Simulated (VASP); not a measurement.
Mg, 2 atoms in the cell. It takes space group P6_3/mmc (No. 194, hexagonal). The conventional cell has a = 3.210 Å, b = 3.210 Å, c = 5.213 Å, α = 90.00°, β = 90.00°, γ = 120.00°. Mg (site symmetry -6m2) has 12 Mg at 3.20 to 3.21 Å within 4.2 Å. 

* Program: VASP 6.6.1
* Task: relaxation of cell and atoms
* Functional: LDA
* Potentials or basis: VASP PAW LDA potentials, release 64 (Mg)
* Cutoff: 600 eV
* k mesh: 16 × 16 × 8
* Occupations: gaussian, width 0.05 eV
* Spin: no spin polarisation
* Dipole correction: no
* Further INCAR settings: ALGO = Normal; EDIFF = 1e-06; IBRION = 2; EDIFFG = -0.01; NSW = 80; ISIF = 3

Potentials or basis: VASP PAW LDA potentials, release 64 (Mg).

The run is started by

```bash
$ cat potpaw_LDA.64/Mg/POTCAR > POTCAR
$ mpirun -np 1 vasp_std > vasp.out
```

Hardware: 1 thread of Intel(R) Xeon(R) Platinum 8488C (Sapphire Rapids), on a shared host.

Estimate the wall time of this run.

It took 50 s on 1 thread of Intel(R) Xeon(R) Platinum 8488C (Sapphire Rapids) (shared host), peak memory 0.2 GiB. Counts: scf iterations 27, k points 150, ion steps 6.
